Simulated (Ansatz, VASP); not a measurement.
## BP: VASP beside Ansatz

File INCAR:

```
SYSTEM = BP
  PREC = Accurate
  ENCUT = 500
  EDIFF = 1E-7
  ISMEAR = 0
  SIGMA = 0.02
  LREAL = .FALSE.
  LASPH = .TRUE.
  NELM = 120
  ALGO = Normal
  ISIF = 3
  LWAVE = .FALSE.
  LCHARG = .FALSE.
  GGA = PE
  IBRION = 2
  NSW = 100
  EDIFFG = -0.002
  GGA_COMPAT = .FALSE.
  NELMIN = 4
```

The input KPOINTS:

```
regular mesh
0
G
  10 10 10
  0 0 0
```

The input POSCAR:

```
BP
1.0
    0.0000000000      2.2660723800      2.2660723800
    2.2660723800      0.0000000000      2.2660723800
    2.2660723800      2.2660723800      0.0000000000
B P
1 1
Direct
    0.0000000000      0.0000000000      0.0000000000
    0.2500000000      0.2500000000      0.2500000000
```

Input for Ansatz:

```yaml
crystal:
  lattice:
    - [0.0, 2.26607238, 2.26607238]
    - [2.26607238, 0.0, 2.26607238]
    - [2.26607238, 2.26607238, 0.0]
  atoms:
    - { symbol: B, position: [0.0, 0.0, 0.0] }
    - { symbol: P, position: [0.25, 0.25, 0.25] }
basis:
  ecutwfc: 420
kpoints:
  mp_grid: { grid: [10, 10, 10] }
hamiltonian:
  xc: pbe
  pseudopotentials: { kind: paw }
scf:
  occupations: { method: gaussian, width: 0.02 }
output:
  forces: true
  stress: true
  eigenvalues: true
  write_density: true
  write_potential: true
  elf: true
  volumetric_format: npy
relax:
  adjacent_minimum: "off"
  f_tol: 0.002
  max_steps: 80
  cell: { stress_tol: 0.02 }
```

Alike in both runs: task relaxation of cell and atoms; functional PBE; k mesh 10 × 10 × 10; occupations gaussian, width 0.02 eV; no spin polarisation.

```csv
,VASP,Ansatz
version,VASP 6.6.1,Ansatz 0.2.0
potentials or method,"VASP PAW PBE potentials, release 64 (B, P), cutoff 500 eV","scalar-relativistic, plane waves, PAW"
valence electrons in the cell,8,8
```

```csv
,VASP,Ansatz,Ansatz less VASP
"gap on the k mesh at the Fermi level, each at its own relaxed structure (eV)",1.25,1.25,+0.006
relaxed volume (Å³/atom),11.75,11.76,+0.016
relaxed cell length with the largest relative difference (Å),3.215,3.216,+0.0015
```
